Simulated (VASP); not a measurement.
# Ga in VASP: further runs

Ga is run at these levels: PBE; tasks: single point.

Program: VASP 6.6.1. These are calculated values, not measurements. Logs are shortened: lines on timing, memory, paths and dates and some standing lists are left out, and cuts for length are marked.

### Step 1. The cell of the first run

It takes space group P4/mmm (No. 123, tetragonal). The conventional cell has a = 2.765 Å, b = 2.765 Å, c = 2.659 Å, α = 90.00°, β = 90.00°, γ = 90.00°. Within 3.5 Å of Ga (site symmetry 4/mmm) lie 6 Ga at 2.66 to 2.77 Å.

The cell was built from a structure type or drawn by symmetry, and may not be a known phase.

### Step 2. Single point, PBE

INCAR reads:

```
SYSTEM = Ga
  PREC = Accurate
  ENCUT = 520
  EDIFF = 1E-7
  ISMEAR = 0
  SIGMA = 0.1
  LREAL = .FALSE.
  LASPH = .TRUE.
  NELM = 100
  ALGO = Normal
  ISIF = 2
  LWAVE = .FALSE.
  LCHARG = .TRUE.
  GGA = PE
  LELF = .TRUE.
  LVHAR = .TRUE.
  NBANDS = 20
```

KPOINTS reads:

```
regular mesh
0
G
  6 6 4
  0 0 0
```

POSCAR reads:

```
Ga
1.0
    2.7654573898      0.0000000000      0.0000000000
    0.0000000000      2.7654573898      0.0000000000
    0.0000000000      0.0000000000      5.3170604124
Ga
2
Direct
    0.5000000000      0.5000000000      0.2500090285
    0.5000000000      0.5000000000      0.7499909715
```

Potentials or basis: VASP PAW PBE potentials, release 64 (Ga_d).

Started as:

```
$ cat potpaw_PBE.64/Ga_d/POTCAR > POTCAR
$ mpirun -np 1 vasp_std > vasp.out
```

OUTCAR:

```text
SYSTEM = Ga
   PREC = Accurate
   ENCUT = 520
   EDIFF = 1E-7
   ISMEAR = 0
   LREAL = .FALSE.
   LASPH = .TRUE.
   NELM = 100
   ISIF = 2
   GGA = PE

 ion  position               nearest neighbor table
   1  0.500  0.500  0.250-   2 2.66   2 2.66
   2  0.500  0.500  0.750-   1 2.66   1 2.66

  LATTYP: Found a simple tetragonal cell.
 ALAT       =     2.7654573898
 C/A-ratio  =     1.9226694405

  Lattice vectors:

 A1 = (   2.7654573898,   0.0000000000,   0.0000000000)
 A2 = (   0.0000000000,   2.7654573898,   0.0000000000)
 A3 = (   0.0000000000,   0.0000000000,   5.3170604124)

Analysis of symmetry for initial positions (statically):
=====================================================================
 Subroutine PRICEL returns:
 Original cell was already a primitive cell.

 Routine SETGRP: Setting up the symmetry group for a
 simple tetragonal supercell.

 Subroutine GETGRP returns: Found 16 space group operations
 (whereof 16 operations were pure point group operations)
 out of a pool of 16 trial point group operations.

The static configuration has the point symmetry D_4h.

Analysis of symmetry for dynamics (positions and initial velocities):
=====================================================================
 Subroutine PRICEL returns:
 Original cell was already a primitive cell.

 Routine SETGRP: Setting up the symmetry group for a
 simple tetragonal supercell.

 Subroutine GETGRP returns: Found 16 space group operations
 (whereof 16 operations were pure point group operations)
 out of a pool of 16 trial point group operations.

The dynamic configuration has the point symmetry D_4h.

 Subroutine INISYM returns: Found 16 space group operations
 (whereof 16 operations are pure point group operations),
 and found     1 'primitive' translations

----------------------------------------------------------------------------------------

                                     Primitive cell

  volume of cell :      40.6636

  direct lattice vectors                    reciprocal lattice vectors
     2.765457390  0.000000000  0.000000000     0.361603836  0.000000000  0.000000000
     0.000000000  2.765457390  0.000000000     0.000000000  0.361603836  0.000000000
     0.000000000  0.000000000  5.317060412     0.000000000  0.000000000  0.188073846

  length of vectors
     2.765457390  2.765457390  5.317060412     0.361603836  0.361603836  0.188073846

  position of ions in fractional coordinates (direct lattice)
     0.500000000  0.500000000  0.250009029
     0.500000000  0.500000000  0.749990971

  ion indices of the primitive-cell ions
   primitive index   ion index
                 1           1
                 2           2

----------------------------------------------------------------------------------------

 KPOINTS: regular mesh

Automatic generation of k-mesh.
 Grid dimensions read from file:
 generate k-points for:    6    6    4

 Generating k-lattice:

  Cartesian coordinates                     Fractional coordinates (reciprocal lattice)
     0.060267306  0.000000000  0.000000000     0.166666667  0.000000000  0.000000000
     0.000000000  0.060267306  0.000000000     0.000000000  0.166666667  0.000000000
     0.000000000  0.000000000  0.047018461     0.000000000  0.000000000  0.250000000

  Length of vectors
     0.060267306  0.060267306  0.047018461

  Shift w.r.t. Gamma in fractional coordinates (k-lattice)
     0.000000000  0.000000000  0.000000000

 Subroutine IBZKPT returns following result:
 ===========================================

 Found     30 irreducible k-points:

 Following reciprocal coordinates:
            Coordinates               Weight
  0.000000  0.000000  0.000000      1.000000
  0.166667  0.000000  0.000000      4.000000
  0.333333  0.000000  0.000000      4.000000
  0.500000  0.000000  0.000000      2.000000
  0.166667  0.166667  0.000000      4.000000
  0.333333  0.166667  0.000000      8.000000
[... 16 lines left out ...]
  0.333333  0.000000  0.500000      4.000000
  0.500000  0.000000  0.500000      2.000000
 [... further k-points ...]
   k-points           NKPTS =     30   k-points in BZ     NKDIM =     30   number of bands    NBANDS=     20
   number of dos      NEDOS =    301   number of ions     NIONS =      2
   total plane-waves  NPLWV =  23040
   dimension x,y,z NGX =    24 NGY =   24 NGZ =   40
   dimension x,y,z NGXF=    48 NGYF=   48 NGZF=   80
   ions per type =               2
   NGX,Y,Z   is equivalent  to a cutoff of  14.43, 14.43, 12.51 a.u.
   NGXF,Y,Z  is equivalent  to a cutoff of  28.86, 28.86, 25.01 a.u.
 SYSTEM =  Ga
   PREC   = accura    normal or accurate (medium, high low for compatibility)
   ISTART =      0    job   : 0-new  1-cont  2-samecut
   ICHARG =      2    charge: 1-file 2-atom 10-const
   ISPIN  =      1    spin polarized calculation?
   LNONCOLLINEAR =      F non collinear calculations
   LSORBIT =      F    spin-orbit coupling
   LASPH  =      T    aspherical Exc in radial PAW
   ENCUT  =  520.0 eV  38.22 Ry    6.18 a.u.   5.14  5.14  9.89*2*pi/ulx,y,z
   NELM   =    100;   NELMIN=  2; NELMDL= -5     # of ELM steps
   EDIFF  = 0.1E-06   stopping-criterion for ELM
   LREAL  =      F    real-space projection
   EDIFFG = 0.1E-05   stopping-criterion for IOM
   NSW    =      0    number of steps for IOM
   IBRION =     -1    ionic relax: 0-MD 1-quasi-New 2-CG
   NFREE  =      0    steps in history (QN), initial steepest desc. (CG)
   ISIF   =      2    stress and relaxation
   ISYM   =      2    0-nonsym 1-usesym 2-fastsym
   POTIM  = 0.5000    time-step for ionic-motion
   TEBEG  =    0.0;   TEEND  =   0.0 temperature during run
   PSTRESS=    0.0 pullay stress
   NELECT =      26.0000    total number of electrons
   NUPDOWN=      -1.0000    fix difference up-down
   EMIN   =  10.00;   EMAX   =-10.00  energy-range for DOS
   EFERMI =   0.00;   METHOD = LEGACY
   ISMEAR =     0;   SIGMA  =   0.10  broadening in eV -4-tet -1-fermi 0-gaus
   EFERMI_NEDOS =   21; number of points for ismear=-14 and -15
   IALGO  =     38    algorithm
   IMIX   =      4    mixing-type and parameters
     AMIX     =   0.40;   BMIX     =  1.00
     AMIX_MAG =   1.60;   BMIX_MAG =  1.00
  volume/ion in A,a.u.               =      20.33       137.21
  Fermi-wavevector in a.u.,A,eV,Ry     =   1.410363  2.665199 27.063655  1.989123
  Thomas-Fermi vector in A             =   2.532324
   LORBIT       =      0    0 simple, 1 ext, 2 COOP (PROOUT), +10 PAW based schemes
   GGA     = PE    functional components
   LHFCALC =     F    Hartree Fock is set to
   AEXX    =    0.0000 exact exchange contribution
   IVDW    =     0    specifies the selected vdW correction
   LEPSILON=     F    determine dielectric tensor
   LRPA    =     F    only Hartree local field effects (RPA)
 non-spin polarized calculation
 Gauss-broadening in eV      SIGMA  =   0.10
  energy-cutoff  :      520.00
  volume of cell :       40.66
 maximum number of plane-waves:      1112
 NGX is ok and might be reduce to    24

 number of electron      25.9999982 magnetization

 Free energy of the ion-electron system (eV)
  ---------------------------------------------------
  ext. energy  EPLUGINS =         0.00000000
  ---------------------------------------------------
  free energy    TOTEN  =        -5.60147340 eV

  energy without entropy =       -5.59885358  energy(sigma->0) =       -5.60016349

 E-fermi :   4.5578     XC(G=0): -10.5677

 val. band max:        4.4371322849   @ k =   0.3333   0.1667   0.2500
 cond. band min:       4.6210017198   @ k =   0.3333   0.3333   0.0000
 fundamental gap:      0.1838694349
 Fermi energy:         4.5577886061

 k-point     1 :       0.0000    0.0000    0.0000
  band No.  band energies     occupation
      1     -10.4839      2.00000
      2     -10.4276      2.00000
      3     -10.3809      2.00000
      4     -10.1172      2.00000
      5     -10.1172      2.00000
      6     -10.0913      2.00000
[... 12 lines left out ...]
     19      16.7117      0.00000
     20      16.7117      0.00000

 k-point     2 :       0.1667    0.0000    0.0000
  band No.  band energies     occupation
      1     -10.4684      2.00000
      2     -10.3603      2.00000
      3     -10.3287      2.00000
      4     -10.1752      2.00000
      5     -10.1126      2.00000
      6     -10.0365      2.00000
[... 12 lines left out ...]
     19      16.8223      0.00000
     20      17.2738      0.00000

 k-point     3 :       0.3333    0.0000    0.0000
  band No.  band energies     occupation
      1     -10.4484      2.00000
      2     -10.2862      2.00000
      3     -10.2617      2.00000
      4     -10.2238      2.00000
      5     -10.1034      2.00000
      6     -10.0656      2.00000
[... 12 lines left out ...]
     19      18.2041      0.00000
     20      18.7643      0.00000

 k-point     4 :       0.5000    0.0000    0.0000
  band No.  band energies     occupation
      1     -10.4393      2.00000
      2     -10.3395      2.00000
      3     -10.2401      2.00000
      4     -10.1586      2.00000
      5     -10.0987      2.00000
      6     -10.0964      2.00000
[... 12 lines left out ...]
     19      19.9498      0.00000
     20      20.0129      0.00000

 k-point     5 :       0.1667    0.1667    0.0000
  band No.  band energies     occupation
      1     -10.4403      2.00000
      2     -10.3004      2.00000
      3     -10.2582      2.00000
      4     -10.1764      2.00000
      5     -10.1610      2.00000
      6     -10.0417      2.00000
[... 12 lines left out ...]
     19      15.7378      0.00000
     20      16.6672      0.00000
[... 353 lines left out ...]
      6     -10.0321      2.00000
[... 12 lines left out ...]
     19      17.1377      0.00000
     20      17.1381      0.00000

 k-point    22 :       0.1667    0.0000    0.5000
  band No.  band energies     occupation
      1     -10.3571      2.00000
      2     -10.3570      2.00000
      3     -10.2329      2.00000
      4     -10.2328      2.00000
      5     -10.0767      2.00000
      6     -10.0767      2.00000
[... 12 lines left out ...]
     19      18.1830      0.00000
     20      18.1834      0.00000

 k-point    23 :       0.3333    0.0000    0.5000
  band No.  band energies     occupation
      1     -10.3147      2.00000
      2     -10.3146      2.00000
      3     -10.1630      2.00000
      4     -10.1629      2.00000
      5     -10.0938      2.00000
      6     -10.0937      2.00000
[... 12 lines left out ...]
     19      16.3449      0.00000
     20      16.3454      0.00000

 k-point    24 :       0.5000    0.0000    0.5000
  band No.  band energies     occupation
      1     -10.3016      2.00000
      2     -10.3016      2.00000
      3     -10.2051      2.00000
      4     -10.2050      2.00000
      5     -10.0838      2.00000
      6     -10.0838      2.00000
[... 12 lines left out ...]
     19      17.5483      0.00000
     20      17.5488      0.00000

 [... further k-points ...]

------------------------ aborting loop because EDIFF is reached ----------------------------------------

  FORCE on cell =-STRESS in cart. coord.  units (eV):
  Direction    XX          YY          ZZ          XY          YZ          ZX
  --------------------------------------------------------------------------------------
  -------------------------------------------------------------------------------------
  Total       -0.0016901     -0.0016901      0.0855753      0.0000000      0.0000000      0.0000000
  in kB       -0.0665902     -0.0665902      3.3717356      0.0000000      0.0000000      0.0000000
  external PRESSURE =       1.0795184 kB  Pullay stress =       0.0000000 kB

 VOLUME and BASIS-vectors are now :
 -----------------------------------------------------------------------------
  energy-cutoff  :      520.00
  volume of cell :       40.66
      direct lattice vectors                 reciprocal lattice vectors
     2.765457390  0.000000000  0.000000000     0.361603836  0.000000000  0.000000000
     0.000000000  2.765457390  0.000000000     0.000000000  0.361603836  0.000000000
     0.000000000  0.000000000  5.317060412     0.000000000  0.000000000  0.188073846

 POSITION                                       TOTAL-FORCE (eV/Angst)
 -----------------------------------------------------------------------------------
      1.38273      1.38273      1.32931        -0.000000      0.000000     -0.000478
      1.38273      1.38273      3.98775         0.000000     -0.000000      0.000478
 -----------------------------------------------------------------------------------
    total drift:                                0.000000     -0.000000     -0.000000

  FREE ENERGIE OF THE ION-ELECTRON SYSTEM (eV)
  ---------------------------------------------------
  free  energy   TOTEN  =        -5.6014734050 eV

  energy  without entropy=       -5.5988535772  energy(sigma->0) =       -5.60016349
```

It took 32 s on 1 thread of Intel Xeon 8259CL, shared host; peak memory 0.16 GiB.

Results:

```yaml
Free_energy: -5.6015 eV
Pressure: 0.1 GPa
Band_gap_on_the_k_mesh: zero (bands 13 and 14 overlap by 5.76 eV)
```

Caveat: the k points lie up to 0.38 Å⁻¹ apart, too coarse for converged energies and pressures of a metal.

### Step 3. Single point, PBE

This run uses another cell than the first one: it holds 4 atoms, not 2.

INCAR reads:

```
PREC     = Accurate       # precision mode
ENCUT    = 520            # plane-wave cutoff, eV
EDIFF    = 1E-7           # SCF threshold, eV
ISMEAR   = 0              # smearing method
SIGMA    = 0.2            # smearing width, eV
LREAL    = False          # projectors in reciprocal space
LASPH    = True           # aspherical terms in the spheres
NELM     = 80             # most SCF steps
ALGO     = Fast           # electronic algorithm
ISIF     = 2              # what is computed and relaxed
LWAVE    = False          # write WAVECAR
LCHARG   = True           # write CHGCAR
GGA      = PE             # functional
LELF     = True           # ELF
LVHAR    = True         
NBANDS   = 34             # bands
```

KPOINTS reads:

```
regular mesh
0
Gamma
  8 4 4
```

POSCAR reads:

```
Ga
1.0
    0.0000000000      0.0000000000      2.7171105552
    5.4323183588      0.0000000000      0.0000000000
    0.0000000000      5.4323183588      0.0000000000
Ga
4
Direct
    0.5000000000      0.2500000000      0.2500000000
    0.5000000000      0.2500000000      0.7500000000
    0.5000000000      0.7500000000      0.2500000000
    0.5000000000      0.7500000000      0.7500000000
```

Potentials or basis: VASP PAW PBE potentials, release 64 (Ga_d).

Started as:

```
$ cat potpaw_PBE.64/Ga_d/POTCAR > POTCAR
$ mpirun -np 1 vasp_std > vasp.out
```

Wall time 2.1 min (1 thread of Intel Xeon 8259CL, shared host); peak memory 0.21 GiB.

Results (log left out):

| Quantity | Value |
| --- | --- |
| Free energy | -11.3829 eV |
| Pressure | 0.8 GPa |
| Band gap on the k mesh | zero (bands 26 and 27 overlap by 5.07 eV) |

Levels at points of the mesh, in eV from the Fermi level:
```
           k point  band 23  band 24  band 25  band 26  band 27  band 28  band 29  band 30
(0.00, 0.00, 0.00)    -5.95    -3.85    -3.85    -1.40    -0.41    -0.41     4.47     9.19
(0.50, 0.00, 0.00)    -1.41    -1.41    -0.42    -0.42    -0.41    -0.41     2.87     2.87
(0.00, 0.50, 0.00)    -4.76    -4.76    -2.60    -2.60     1.80     1.80     5.60     5.60
(0.50, 0.50, 0.00)    -2.60    -2.60    -0.28    -0.28     0.82     0.82     0.82     0.82
(0.00, 0.50, 0.50)    -7.77    -7.77     2.50     2.50     2.50     2.50     3.62     3.62
(0.50, 0.50, 0.50)    -3.56    -3.56    -1.36    -1.36    -1.36    -1.36     5.86     5.86
```

(Continued in part 2 of 2.)
